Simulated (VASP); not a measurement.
# Al3BP4 (Amm2) in VASP: single point with PBE

Aim: the single point of Al3BP4 with PBE.

All numbers are computed with VASP 6.6.1; they aren't measurements. Logs are shortened: lines on timing, memory, paths and dates and some standing lists are left out, and cuts for length are marked.

## 1. The cell of the first run

It takes space group Amm2 (No. 38, orthorhombic). The conventional cell has a = 6.965 Å, b = 3.080 Å, c = 11.735 Å, α = 90.00°, β = 90.00°, γ = 90.00°. Within 3.3 Å of Al (site symmetry m) lie 6 P at 2.53 to 2.63 Å and 3 Al at 3.08 to 3.22 Å and 1 B at 3.12 Å. Within 3.1 Å of Al (site symmetry mm2) lie 5 P at 2.36 to 2.52 Å and 2 Al at 3.08 Å. Within 2.6 Å of B (site symmetry mm2) lie 4 P at 1.99 to 2.00 Å. P (site symmetry mm2) has 5 Al at 2.36 to 2.53 Å and 2 P at 3.08 Å within 3.1 Å. Within 2.6 Å of P (site symmetry m) lie 1 B at 1.99 Å and 4 Al at 2.52 to 2.56 Å. P (site symmetry mm2) has 2 B at 2.00 Å within 2.6 Å.

## 2. Single point, PBE

Input file INCAR:

```
SYSTEM = Al3BP4
  PREC = Accurate
  ENCUT = 500
  EDIFF = 1E-6
  ISMEAR = 0
  SIGMA = 0.2
  LREAL = .FALSE.
  LASPH = .TRUE.
  NELM = 120
  ALGO = Normal
  ISIF = 2
  LWAVE = .FALSE.
  LCHARG = .FALSE.
  GGA = PE
  NBANDS = 26
  GGA_COMPAT = .FALSE.
```

Input file KPOINTS:

```
Automatic mesh
0
G
  2 5 5
  0 0 0
```

Input file POSCAR:

```
Al3BP4
1.0
    6.9649142532      0.0000000000      0.0000000000
    0.0000000000      1.5399660786      5.8675664201
    0.0000000000     -1.5399660786      5.8675664201
Al B P
3 1 4
Direct
    0.2310626528      0.3053477191      0.3053477191
    0.5000000000      0.0676598005      0.0676598005
    0.7689373472      0.3053477191      0.3053477191
    0.0000000000      0.5327063082      0.5327063082
    0.5000000000      0.8668325833      0.8668325833
    0.2330438307      0.6306823331      0.6306823331
    0.0000000000      0.9242161935      0.9242161935
    0.7669561693      0.6306823331      0.6306823331
```

Potentials or basis: VASP PAW PBE potentials, release 64 (Al, B, P).

Launch:

```sh
$ cat potpaw_PBE.64/Al/POTCAR potpaw_PBE.64/B/POTCAR potpaw_PBE.64/P/POTCAR > POTCAR
$ mpirun -np 1 vasp_std > vasp.out
```

OUTCAR:

```text
SYSTEM = Al3BP4
   PREC = Accurate
   ENCUT = 500
   EDIFF = 1E-6
   ISMEAR = 0
   LREAL = .FALSE.
   LASPH = .TRUE.
   NELM = 120
   ISIF = 2
   GGA = PE

 ion  position               nearest neighbor table
   1  0.231  0.305  0.305-   5 2.53   5 2.53   6 2.56   6 2.56   7 2.63   7 2.63   3 3.22   2 3.36

   2  0.500  0.068  0.068-   5 2.36   8 2.52   6 2.52   8 2.52   6 2.52   3 3.36   1 3.36
   3  0.769  0.305  0.305-   5 2.53   5 2.53   8 2.56   8 2.56   7 2.63   7 2.63   1 3.22   2 3.36

   4  0.000  0.533  0.533-   6 1.99   8 1.99   7 2.00   7 2.00
   5  0.500  0.867  0.867-   2 2.36   1 2.53   3 2.53   1 2.53   3 2.53
   6  0.233  0.631  0.631-   4 1.99   2 2.52   2 2.52   1 2.56   1 2.56
   7  0.000  0.924  0.924-   4 2.00   4 2.00   1 2.63   3 2.63   1 2.63   3 2.63
   8  0.767  0.631  0.631-   4 1.99   2 2.52   2 2.52   3 2.56   3 2.56

  LATTYP: Found a base centered orthorhombic cell.
 ALAT       =     3.0799321572
 B/A-ratio  =     3.8101919917
 C/A-ratio  =     2.2613856078

  Lattice vectors:

 A1 = (   0.0000000000,   1.5399660786,  -5.8675664201)
 A2 = (   0.0000000000,   1.5399660786,   5.8675664201)
 A3 = (   6.9649142532,   0.0000000000,   0.0000000000)

Analysis of symmetry for initial positions (statically):
=====================================================================
 Subroutine PRICEL returns:
 Original cell was already a primitive cell.

 Routine SETGRP: Setting up the symmetry group for a
 base centered orthorhombic supercell.

 Subroutine GETGRP returns: Found  4 space group operations
 (whereof  4 operations were pure point group operations)
 out of a pool of  8 trial point group operations.

The static configuration has the point symmetry C_2v.

Analysis of symmetry for dynamics (positions and initial velocities):
=====================================================================
 Subroutine PRICEL returns:
 Original cell was already a primitive cell.

 Routine SETGRP: Setting up the symmetry group for a
 base centered orthorhombic supercell.

 Subroutine GETGRP returns: Found  4 space group operations
 (whereof  4 operations were pure point group operations)
 out of a pool of  8 trial point group operations.

The dynamic configuration has the point symmetry C_2v.

 Subroutine INISYM returns: Found  4 space group operations
 (whereof  4 operations are pure point group operations),
 and found     1 'primitive' translations

----------------------------------------------------------------------------------------

                                     Primitive cell

  volume of cell :     125.8679

  direct lattice vectors                    reciprocal lattice vectors
     6.964914253  0.000000000  0.000000000     0.143576786  0.000000000  0.000000000
     0.000000000  1.539966079  5.867566420     0.000000000  0.324682476  0.085214204
     0.000000000 -1.539966079  5.867566420     0.000000000 -0.324682476  0.085214204

  length of vectors
     6.964914253  6.066286444  6.066286444     0.143576786  0.335678672  0.335678672

  position of ions in fractional coordinates (direct lattice)
     0.231062653  0.305347719  0.305347719
     0.500000000  0.067659801  0.067659801
     0.768937347  0.305347719  0.305347719
     0.000000000  0.532706308  0.532706308
     0.500000000  0.866832583  0.866832583
     0.233043831  0.630682333  0.630682333
     0.000000000  0.924216194  0.924216194
     0.766956169  0.630682333  0.630682333

  ion indices of the primitive-cell ions
   primitive index   ion index
                 1           1
                 2           2
                 3           3
                 4           4
                 5           5
                 6           6
                 7           7
                 8           8

----------------------------------------------------------------------------------------

 KPOINTS: Automatic mesh

Automatic generation of k-mesh.
 Grid dimensions read from file:
 generate k-points for:    2    5    5

 Generating k-lattice:

  Cartesian coordinates                     Fractional coordinates (reciprocal lattice)
     0.071788393  0.000000000  0.000000000     0.500000000  0.000000000  0.000000000
     0.000000000  0.064936495  0.017042841     0.000000000  0.200000000 -0.000000000
     0.000000000 -0.064936495  0.017042841     0.000000000 -0.000000000  0.200000000

  Length of vectors
     0.071788393  0.067135734  0.067135734

  Shift w.r.t. Gamma in fractional coordinates (k-lattice)
     0.000000000  0.000000000  0.000000000

 Subroutine IBZKPT returns following result:
 ===========================================

 Found     18 irreducible k-points:

 Following reciprocal coordinates:
            Coordinates               Weight
  0.000000  0.000000  0.000000      1.000000
  0.500000  0.000000  0.000000      1.000000
  0.000000  0.200000  0.000000      4.000000
  0.500000  0.200000  0.000000      4.000000
  0.000000  0.400000  0.000000      4.000000
  0.500000  0.400000  0.000000      4.000000
[... 10 lines left out ...]
  0.000000 -0.400000  0.400000      2.000000
  0.500000 -0.400000  0.400000      2.000000
   k-points           NKPTS =     18   k-points in BZ     NKDIM =     18   number of bands    NBANDS=     26
   number of dos      NEDOS =    301   number of ions     NIONS =      8
   total plane-waves  NPLWV = 124416
   dimension x,y,z NGX =    54 NGY =   48 NGZ =   48
   dimension x,y,z NGXF=   108 NGYF=   96 NGZF=   96
   ions per type =               3   1   4
   NGX,Y,Z   is equivalent  to a cutoff of  12.89, 13.15, 13.15 a.u.
   NGXF,Y,Z  is equivalent  to a cutoff of  25.78, 26.31, 26.31 a.u.
 SYSTEM =  Al3BP4
   PREC   = accura    normal or accurate (medium, high low for compatibility)
   ISTART =      0    job   : 0-new  1-cont  2-samecut
   ICHARG =      2    charge: 1-file 2-atom 10-const
   ISPIN  =      1    spin polarized calculation?
   LNONCOLLINEAR =      F non collinear calculations
   LSORBIT =      F    spin-orbit coupling
   LASPH  =      T    aspherical Exc in radial PAW
   ENCUT  =  500.0 eV  36.75 Ry    6.06 a.u.  12.70 11.06 11.06*2*pi/ulx,y,z
   NELM   =    120;   NELMIN=  2; NELMDL= -5     # of ELM steps
   EDIFF  = 0.1E-05   stopping-criterion for ELM
   LREAL  =      F    real-space projection
   EDIFFG = 0.1E-04   stopping-criterion for IOM
   NSW    =      0    number of steps for IOM
   IBRION =     -1    ionic relax: 0-MD 1-quasi-New 2-CG
   NFREE  =      0    steps in history (QN), initial steepest desc. (CG)
   ISIF   =      2    stress and relaxation
   ISYM   =      2    0-nonsym 1-usesym 2-fastsym
   POTIM  = 0.5000    time-step for ionic-motion
   TEBEG  =    0.0;   TEEND  =   0.0 temperature during run
   PSTRESS=    0.0 pullay stress
   NELECT =      32.0000    total number of electrons
   NUPDOWN=      -1.0000    fix difference up-down
   EMIN   =  10.00;   EMAX   =-10.00  energy-range for DOS
   EFERMI =   0.00;   METHOD = LEGACY
   ISMEAR =     0;   SIGMA  =   0.20  broadening in eV -4-tet -1-fermi 0-gaus
   EFERMI_NEDOS =   21; number of points for ismear=-14 and -15
   IALGO  =     38    algorithm
   IMIX   =      4    mixing-type and parameters
     AMIX     =   0.40;   BMIX     =  1.00
     AMIX_MAG =   1.60;   BMIX_MAG =  1.00
  volume/ion in A,a.u.               =      15.73       106.17
  Fermi-wavevector in a.u.,A,eV,Ry     =   1.037098  1.959831 14.634052  1.075572
  Thomas-Fermi vector in A             =   2.171520
   LORBIT       =      0    0 simple, 1 ext, 2 COOP (PROOUT), +10 PAW based schemes
   GGA     = PE    functional components
   LHFCALC =     F    Hartree Fock is set to
   AEXX    =    0.0000 exact exchange contribution
   IVDW    =     0    specifies the selected vdW correction
   LEPSILON=     F    determine dielectric tensor
   LRPA    =     F    only Hartree local field effects (RPA)
 non-spin polarized calculation
 Gauss-broadening in eV      SIGMA  =   0.20
  energy-cutoff  :      500.00
  volume of cell :      125.87
 maximum number of plane-waves:      3226
 NGX is ok and might be reduce to    54
   NGX = 25   NGY = 23   NGZ = 23

 number of electron      32.0000001 magnetization

 Free energy of the ion-electron system (eV)
  ---------------------------------------------------
  ext. energy  EPLUGINS =         0.00000000
  ---------------------------------------------------
  free energy    TOTEN  =       -40.55935354 eV

  energy without entropy =      -40.54247088  energy(sigma->0) =      -40.55091221

 E-fermi :   7.6921     XC(G=0): -10.3401

 val. band max:        7.6530392443   @ k =   0.0000  -0.2000   0.2000
 cond. band min:       7.8263851749   @ k =   0.5000   0.4000   0.0000
 fundamental gap:      0.1733459305
 Fermi energy:         7.6920864707

 k-point     1 :       0.0000    0.0000    0.0000
  band No.  band energies     occupation
      1      -6.6219      2.00000
      2      -4.4982      2.00000
      3      -4.1805      2.00000
      4      -3.8664      2.00000
      5      -0.4584      2.00000
      6       0.2095      2.00000
[... 18 lines left out ...]
     25      12.6751      0.00000
     26      13.3629      0.00000

 k-point     2 :       0.5000    0.0000    0.0000
  band No.  band energies     occupation
      1      -6.3206      2.00000
      2      -5.5315      2.00000
      3      -3.7516      2.00000
      4      -3.4929      2.00000
      5      -0.8355      2.00000
      6       0.6193      2.00000
[... 18 lines left out ...]
     25      13.0283      0.00000
     26      13.1259      0.00000

 k-point     3 :       0.0000    0.2000    0.0000
  band No.  band energies     occupation
      1      -6.0537      2.00000
      2      -4.0200      2.00000
      3      -3.6723      2.00000
      4      -3.4457      2.00000
      5       0.0997      2.00000
      6       0.6566      2.00000
[... 398 lines left out ...]
 k-point    17 :       0.0000   -0.4000    0.4000
  band No.  band energies     occupation
      1      -5.6144      2.00000
      2      -4.7897      2.00000
      3      -3.5616      2.00000
      4      -3.4818      2.00000
      5      -0.3634      2.00000
      6       0.1625      2.00000
[... 18 lines left out ...]
     25      12.3578      0.00000
     26      13.7687      0.00000

 k-point    18 :       0.5000   -0.4000    0.4000
  band No.  band energies     occupation
      1      -5.4561      2.00000
      2      -4.4039      2.00000
      3      -4.1567      2.00000
      4      -4.0095      2.00000
      5       1.2405      2.00000
      6       1.5009      2.00000
[... 18 lines left out ...]
     25      12.6040      0.00000
     26      12.9902      0.00000

------------------------ aborting loop because EDIFF is reached ----------------------------------------

  FORCE on cell =-STRESS in cart. coord.  units (eV):
  Direction    XX          YY          ZZ          XY          YZ          ZX
  --------------------------------------------------------------------------------------
  -------------------------------------------------------------------------------------
  Total       -0.0031398     -0.0896492      0.4182930      0.0000000      0.0000000      0.0000000
  in kB       -0.0399661     -1.1411486      5.3244687      0.0000000      0.0000000      0.0000000
  external PRESSURE =       1.3811180 kB  Pullay stress =       0.0000000 kB

 VOLUME and BASIS-vectors are now :
 -----------------------------------------------------------------------------
  energy-cutoff  :      500.00
  volume of cell :      125.87
      direct lattice vectors                 reciprocal lattice vectors
     6.964914253  0.000000000  0.000000000     0.143576786  0.000000000  0.000000000
     0.000000000  1.539966079  5.867566420     0.000000000  0.324682476  0.085214204
     0.000000000 -1.539966079  5.867566420     0.000000000 -0.324682476  0.085214204

 POSITION                                       TOTAL-FORCE (eV/Angst)
 -----------------------------------------------------------------------------------
      1.60933      0.00000      3.58330         0.000913      0.000000      0.003332
      3.48246      0.00000      0.79400         0.000000      0.000000     -0.026690
      5.35558      0.00000      3.58330        -0.000913      0.000000      0.003332
      0.00000      0.00000      6.25138         0.000000      0.000000      0.002247
      3.48246      0.00000     10.17240         0.000000      0.000000      0.010964
      1.62313      0.00000      7.40114        -0.011845      0.000000      0.004761
      0.00000      0.00000     10.84580         0.000000      0.000000     -0.002707
      5.34178      0.00000      7.40114         0.011845      0.000000      0.004761
 -----------------------------------------------------------------------------------
    total drift:                               -0.000000      0.000000      0.000034

  FREE ENERGIE OF THE ION-ELECTRON SYSTEM (eV)
  ---------------------------------------------------
  free  energy   TOTEN  =       -40.5593535390 eV

  energy  without entropy=      -40.5424708819  energy(sigma->0) =      -40.55091221
```

It took 53 s on 1 thread of Intel Xeon 6975P-C (Granite Rapids), shared host; peak memory 0.34 GiB.

What came out:

```yaml
Free_energy: -40.5594 eV
Pressure: 0.1 GPa
Largest_force: 0.027 eV/Å
Band_gap_on_the_k_mesh: zero (band 16 reaches 9.09 eV, above the bottom of band 17 at 6.65 eV)
```

Forces in eV/Å, atoms in the order of the input:
```
Al   0.001  0.000  0.003
Al   0.000  0.000 -0.027
Al  -0.001  0.000  0.003
B    0.000  0.000  0.002
P    0.000  0.000  0.011
P   -0.012  0.000  0.005
P    0.000  0.000 -0.003
P    0.012  0.000  0.005
```

Stress tensor (GPa, compression positive):
```
 0.00  0.00  0.00
 0.00 -0.11  0.00
 0.00  0.00  0.53
```

Caveat: the k points lie up to 0.45 Å⁻¹ apart.
